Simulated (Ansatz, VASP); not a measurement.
# LaTe4 in VASP and in Ansatz

INCAR

```
SYSTEM = LaTe4
ALGO     = Normal         ! electronic algorithm
EDIFF    = 1E-6           ! SCF threshold, eV
EDIFFG   = -0.01          ! ionic threshold
ENCUT    = 600            ! plane-wave cutoff, eV
GGA      = PE             ! functional
IBRION   = 2              ! ionic algorithm
ISIF     = 3              ! what is computed and relaxed
ISMEAR   = 0              ! smearing method
LASPH    = .True.         ! aspherical terms in the spheres
LCHARG   = .False.        ! write CHGCAR
LREAL    = .False.        ! projectors in reciprocal space
LWAVE    = .False.        ! write WAVECAR
NELM     = 100            ! most SCF steps
NSW      = 100            ! ionic steps
PREC     = Accurate       ! precision mode
SIGMA    = 0.1            ! smearing width, eV
```

File KPOINTS:

```
k-points
0
Gamma
  8 8 4
  0 0 0
```

POSCAR

```
LaTe4
1.0
    4.4914104685      0.0000000000      0.0000000000
    0.0000000000      4.4914104685      0.0000000000
    0.0000000000      0.0000000000      9.1634864208
La Te
1 4
Direct
    0.0000000000      0.0000000000      0.4350720514
    0.5000000000      0.0000000000      0.1757287692
    0.0000000000      0.5000000000      0.1757287692
    0.5000000000      0.5000000000      0.6714251246
    0.0000000000      0.0000000000      0.7627270657
```

Input for Ansatz:

```yaml
crystal:
  lattice:
    - [4.4914104685, 0.0, 0.0]
    - [0.0, 4.4914104685, 0.0]
    - [0.0, 0.0, 9.1634864208]
  atoms:
    - { symbol: La, position: [0.0, 0.0, 0.4350720514] }
    - { symbol: Te, position: [0.5, 0.0, 0.1757287692] }
    - { symbol: Te, position: [0.0, 0.5, 0.1757287692] }
    - { symbol: Te, position: [0.5, 0.5, 0.6714251246] }
    - { symbol: Te, position: [0.0, 0.0, 0.7627270657] }
basis:
  ecutwfc: 420
kpoints:
  mp_grid: { grid: [8, 8, 4] }
hamiltonian:
  xc: pbe
scf:
  occupations: { method: gaussian, width: 0.1 }
output:
  forces: true
  stress: true
  eigenvalues: true
  write_density: true
  write_potential: true
  elf: true
  volumetric_format: npy
relax:
  adjacent_minimum: "off"
  f_tol: 0.01
  max_steps: 80
  cell: { stress_tol: 0.05 }
```

Alike in both runs: task relaxation of cell and atoms; functional PBE; k mesh 8 × 8 × 4; occupations gaussian, width 0.1 eV; no spin polarisation.

|  | VASP | Ansatz |
| --- | --- | --- |
| version | VASP 6.6.1 | Ansatz 0.2.0 |
| potentials or method | VASP PAW PBE potentials, release 64 (La, Te), cutoff 600 eV | scalar-relativistic, plane waves, PAW |
| valence electrons in the cell | 35 | 75 |

VASP gave:

- gap on the k mesh at the Fermi level, each at its own relaxed structure (eV): none
- relaxed volume (Å³/atom): 37.34
- relaxed cell length with the largest relative difference (Å): 9.196

Q: Estimate Ansatz's values.

A: gap on the k mesh at the Fermi level, each at its own relaxed structure (eV): none; relaxed volume (Å³/atom): 37.47; relaxed cell length with the largest relative difference (Å): 9.227.

A gap of «none» marks a metal or a gap that the smearing closes. VASP's potentials hold 35 valence electrons a cell and Ansatz's 75, so a difference there can come from the potentials and not from the codes.

Neither program's run includes spin-orbit coupling.
